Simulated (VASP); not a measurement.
Write the native input for VASP 6.6.1 that does the following.

```
Task                   : single point
Functional             : PBE
Potentials or basis    : VASP PAW PBE potentials, release 64 (Co_sv)
Cutoff                 : 510 eV
k mesh                 : 12 × 12 × 1
Occupations            : fermi-dirac, width 0.05 eV
Spin                   : collinear spin, ferromagnetic start
Starting moments       : [3.5, 3.5, 3.5, 3.5, 3.5, 3.5] μB
Dipole correction      : yes
Further INCAR settings : ALGO = Normal; EDIFF = 1e-06; NBANDS = 64; NELMDL = -8
```

The structure of Co lies in POSCAR:

```
Co
1.0
    2.5395032940      0.0000000000      0.0000000000
   -1.2697516470      2.1992743656      0.0000000000
    0.0000000000      0.0000000000     25.3674787838
Co
6
Direct
    0.6666666667      0.3333333333      0.2956541351
    0.3333333333      0.6666666667      0.3773924811
    0.0000000000      0.0000000000      0.4591308270
    0.6666666667      0.3333333333      0.5408691730
    0.3333333333      0.6666666667      0.6226075189
    0.0000000000      0.0000000000      0.7043458649
```

These files were run (other wordings do the same):

INCAR

```
SYSTEM = Co
PREC     = Accurate       ! precision mode
ENCUT    = 510            ! plane-wave cutoff, eV
EDIFF    = 1E-6           ! SCF threshold, eV
ISMEAR   = -1             ! smearing method
SIGMA    = 0.05           ! smearing width, eV
LREAL    = .False.        ! projectors in reciprocal space
LASPH    = .True.         ! aspherical terms in the spheres
NELM     = 200            ! most SCF steps
ALGO     = Normal         ! electronic algorithm
ISIF     = 2              ! what is computed and relaxed
LWAVE    = .False.        ! write WAVECAR
LCHARG   = .False.        ! write CHGCAR
ISPIN    = 2              ! spin polarisation
MAGMOM   = 3.5 3.5 3.5 3.5 3.5 3.5 ! initial moments
LORBIT   = 11             ! projections on sites
LMAXMIX  = 4              ! l up to which the mixer works
LDIPOL   = .True.       
IDIPOL   = 3            
DIPOL    = 0.5 0.5 0.500
GGA      = PE             ! functional
NBANDS   = 64             ! bands
GGA_COMPAT= .False.      
NELMDL   = -8
```

KPOINTS

```
regular mesh
0
Gamma
  12 12 1
  0 0 0
```

Potentials or basis: VASP PAW PBE potentials, release 64 (Co_sv).

Run with:

```bash
$ cat potpaw_PBE.64/Co_sv/POTCAR > POTCAR
$ mpirun -np 1 vasp_std > vasp.out
```

Results of the run:

```yaml
Largest_force: 0.706 eV/Å
Net_moment: 10.41 μB per cell
Site_moments: Co +1.83, +1.79, +1.77 (each value once) μB
Valence_electrons_inside_the_program's_atomic_spheres: Co 14.97, 15.00 (each value once)
```

It took 23 min on 1 thread of Intel(R) Xeon(R) Platinum 8259CL CPU @ 2.50GHz (Skylake/Cascade Lake), on a shared host, peak memory 0.43 GiB.
